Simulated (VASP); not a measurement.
# O in VASP: notebook, part 2 of 2

VASP 6.6.1. The steps go on from the part before.

## 4. Single point, PBEsol

This run uses another cell than the first one, of 16.60 Å³/atom.

Input file INCAR:

```
SYSTEM = O
PREC = Accurate
ENCUT = 520
EDIFF = 1E-6
ISMEAR = -1
SIGMA = 0.05
LREAL = .FALSE.
LASPH = .TRUE.
NELM = 100
ALGO = Normal
ISIF = 2
LWAVE = .FALSE.
LCHARG = .FALSE.
GGA = PS
NBANDS = 13
```

Input file KPOINTS:

```
regular mesh
0
G
  8 8 6
  0 0 0
```

Input file POSCAR:

```
O
1.0
    2.8514028533     -1.6624159400      0.0000000000
    2.8514028533      1.6624159400      0.0000000000
   -2.3944914034      0.0000000000      3.5011681751
O
2
Direct
    0.9745461700      0.9745461700      0.8444259800
    0.0254538300      0.0254538300      0.1555740200
```

Potentials or basis: VASP PAW PBE potentials, release 64 (O).

Command:

```console
$ cat potpaw_PBE.64/O/POTCAR > POTCAR
$ mpirun -np 1 vasp_std > vasp.out
```

OUTCAR:

```text
SYSTEM = O
   PREC = Accurate
   ENCUT = 520
   EDIFF = 1E-6
   ISMEAR = -1
   LREAL = .FALSE.
   LASPH = .TRUE.
   NELM = 100
   ISIF = 2
   GGA = PS

 ion  position               nearest neighbor table
   1  0.975  0.975  0.844-   2 1.18
   2  0.025  0.025  0.156-   1 1.18

  LATTYP: Found a base centered monoclinic cell.
 ALAT       =     5.7028057066
 B/A-ratio  =     0.5830168607
 C/A-ratio  =     0.7437865860
 COS(beta)  =    -0.5645161422

  Lattice vectors:

 A1 = (   2.8514028533,  -1.6624159400,   0.0000000000)
 A2 = (   2.8514028533,   1.6624159400,   0.0000000000)
 A3 = (  -2.3944914034,   0.0000000000,   3.5011681751)

Analysis of symmetry for initial positions (statically):
=====================================================================
 Subroutine PRICEL returns:
 Original cell was already a primitive cell.

 Routine SETGRP: Setting up the symmetry group for a
 base centered monoclinic supercell.

 Subroutine GETGRP returns: Found  4 space group operations
 (whereof  4 operations were pure point group operations)
 out of a pool of  4 trial point group operations.

The static configuration has the point symmetry C_2h.

Analysis of symmetry for dynamics (positions and initial velocities):
=====================================================================
 Subroutine PRICEL returns:
 Original cell was already a primitive cell.

 Routine SETGRP: Setting up the symmetry group for a
 base centered monoclinic supercell.

 Subroutine GETGRP returns: Found  4 space group operations
 (whereof  4 operations were pure point group operations)
 out of a pool of  4 trial point group operations.

The dynamic configuration has the point symmetry C_2h.

 Subroutine INISYM returns: Found  4 space group operations
 (whereof  4 operations are pure point group operations),
 and found     1 'primitive' translations

----------------------------------------------------------------------------------------

                                     Primitive cell
[... 115 lines left out ...]
   LORBIT       =      0    0 simple, 1 ext, 2 COOP (PROOUT), +10 PAW based schemes
   GGA     = PS    functional components
   LHFCALC =     F    Hartree Fock is set to
   AEXX    =    0.0000 exact exchange contribution
   IVDW    =     0    specifies the selected vdW correction
   LEPSILON=     F    determine dielectric tensor
   LRPA    =     F    only Hartree local field effects (RPA)
 non-spin polarized calculation
  energy-cutoff  :      520.00
  volume of cell :       33.19
 maximum number of plane-waves:       908
 NGX is ok and might be reduce to    28
   NGX = 13   NGY = 13   NGZ = 15

 number of electron      12.0000002 magnetization

 Free energy of the ion-electron system (eV)
  ---------------------------------------------------
  ext. energy  EPLUGINS =         0.00000000
  ---------------------------------------------------
  free energy    TOTEN  =        -9.43318294 eV

  energy without entropy =       -9.38701433  energy(sigma->0) =       -9.41009864

 E-fermi :  -1.3302     XC(G=0):  -7.6758

 val. band max:       -1.3344046634   @ k =  -0.2500  -0.3750   0.3333
 cond. band min:      -1.3262619097   @ k =   0.3750   0.2500   0.0000
 fundamental gap:      0.0081427537
 Fermi energy:        -1.3301924075

 k-point     1 :       0.0000    0.0000    0.0000
  band No.  band energies     occupation
      1     -29.1233      2.00000
      2     -14.9386      2.00000
      3      -9.6667      2.00000
      4      -8.3902      2.00000
      5      -8.3519      2.00000
      6      -1.4773      1.89975
      7      -1.1694      0.07711
      8       5.1293      0.00000
      9      10.3595      0.00000
     10      13.3038      0.00000
     11      14.3727      0.00000
     12      16.3292      0.00000
     13      17.5145      0.00000
[... 354 lines left out ...]
  band No.  band energies     occupation
      1     -29.0609      2.00000
      2     -15.1581      2.00000
      3      -9.3183      2.00000
      4      -8.7711      2.00000
      5      -8.4439      2.00000
      6      -1.4443      1.81469
      7      -1.1081      0.02326
      8       6.6055      0.00000
      9       9.5527      0.00000
     10      11.1583      0.00000
     11      12.2351      0.00000
     12      17.0358      0.00000
     13      18.1767      0.00000

 [... further k-points ...]
[... 5 lines left out ...]
  --------------------------------------------------------------------------------------
  -------------------------------------------------------------------------------------
  Total        0.6929253     -0.8316487      3.3995628      0.0000000      0.0000000     -1.6910246
  in kB       33.4468910    -40.1429453    164.0938898      0.0000000      0.0000000    -81.6242593
  external PRESSURE =      52.4659452 kB  Pullay stress =       0.0000000 kB

 VOLUME and BASIS-vectors are now :
 -----------------------------------------------------------------------------
  energy-cutoff  :      520.00
  volume of cell :       33.19
      direct lattice vectors                 reciprocal lattice vectors
     2.851402853 -1.662415940  0.000000000     0.175352283 -0.300767087  0.119925554
     2.851402853  1.662415940  0.000000000     0.175352283  0.300767087  0.119925554
    -2.394491403  0.000000000  3.501168175     0.000000000  0.000000000  0.285618956

 POSITION                                       TOTAL-FORCE (eV/Angst)
 -----------------------------------------------------------------------------------
      3.53568      0.00000      2.95648         1.547972      0.000000     -3.876007
     -0.22736      0.00000      0.54469        -1.547972      0.000000      3.876007
 -----------------------------------------------------------------------------------
    total drift:                                0.000000      0.000000      0.000000

  FREE ENERGIE OF THE ION-ELECTRON SYSTEM (eV)
  ---------------------------------------------------
  free  energy   TOTEN  =        -9.4331829376 eV

  energy  without entropy=       -9.3870143330  energy(sigma->0) =       -9.41009864
```

Run time: 19 s. Hardware: 1 thread of Intel Xeon 6975P-C (Granite Rapids), shared host; peak memory 0.17 GiB.

Results:

- Free energy: -9.4332 eV
- Pressure: 5.2 GPa
- Largest force: 4.174 eV/Å
- Band gap on the k mesh: zero (bands 6 and 7 overlap by 0.34 eV)

Forces on the atoms (eV/Å):
```
O    1.548  0.000 -3.876
O   -1.548  0.000  3.876
```

Levels at points of the mesh, in eV from the Fermi level:
| k point | band 3 | band 4 | band 5 | band 6 | band 7 | band 8 | band 9 | band 10 |
| --- | --- | --- | --- | --- | --- | --- | --- | --- |
| (0.00, 0.00, 0.00) | -8.34 | -7.06 | -7.02 | -0.15 | 0.16 | 6.46 | 11.69 | 14.63 |
| (0.50, 0.00, 0.00) | -8.15 | -7.78 | -7.17 | -0.33 | 0.20 | 9.63 | 11.04 | 11.75 |
| (0.50, 0.50, 0.00) | -8.05 | -7.51 | -7.41 | 0.04 | 0.42 | 10.21 | 10.65 | 11.25 |
| (0.00, 0.00, 0.50) | -7.29 | -7.16 | -7.15 | 0.12 | 0.33 | 7.23 | 8.01 | 12.74 |
| (0.50, 0.00, 0.50) | -7.90 | -7.34 | -7.34 | -0.63 | 0.16 | 8.93 | 10.37 | 12.56 |
| (0.50, 0.50, 0.50) | -7.90 | -7.60 | -7.27 | -0.32 | 0.03 | 8.35 | 10.42 | 12.12 |

Caveat: the standard files for N, O and F lose accuracy on very short bonds; spin is off for a triplet molecule; the cell stands under pressure; this functional lacks dispersion, which holds the molecules together, so the pressure and a relaxed volume are unreliable; the PAW data sets were made with another functional, which shifts forces and pressure a little.

## 5. The runs side by side

```tsv
level	cell	k mesh	gap on the mesh (eV)	pressure (GPa)	largest force (eV/Å)
PBE	a = 3.344, b = 3.344, c = 4.420 Å, angles 118.3, 118.3, 60.5°, 2 atoms, atomic positions A	10 × 10 × 7	none	-2.3	0.35
PBE	a = 3.301, b = 3.301, c = 4.363 Å, angles 118.3, 118.3, 60.5°, 2 atoms, atomic positions B	10 × 10 × 7	none	-8.8	3.52
PBEsol	a = 3.301, b = 3.301, c = 4.242 Å, angles 119.2, 119.2, 60.5°, 2 atoms, atomic positions A	8 × 8 × 6	none	5.2	4.17
```

Alike in all rows: task single point; potentials or basis VASP PAW PBE potentials, release 64 (O); no spin polarisation; cutoff (eV) 520; smearing fermi-dirac 0.05 eV.

Caveats: spin is off for a triplet molecule; this functional lacks dispersion, which holds the molecules together, so the pressure and a relaxed volume are unreliable; the standard files for N, O and F lose accuracy on very short bonds (at least some runs); the cell stands under tension (at least some runs); forces of over 1 eV/Å act on the atoms, so gaps and moduli don't describe the material at rest (at least some runs); the cell stands under pressure (at least some runs); the PAW data sets were made with another functional, which shifts forces and pressure a little (at least some runs).

Absolute energies hang on the potentials; compare differences alone.
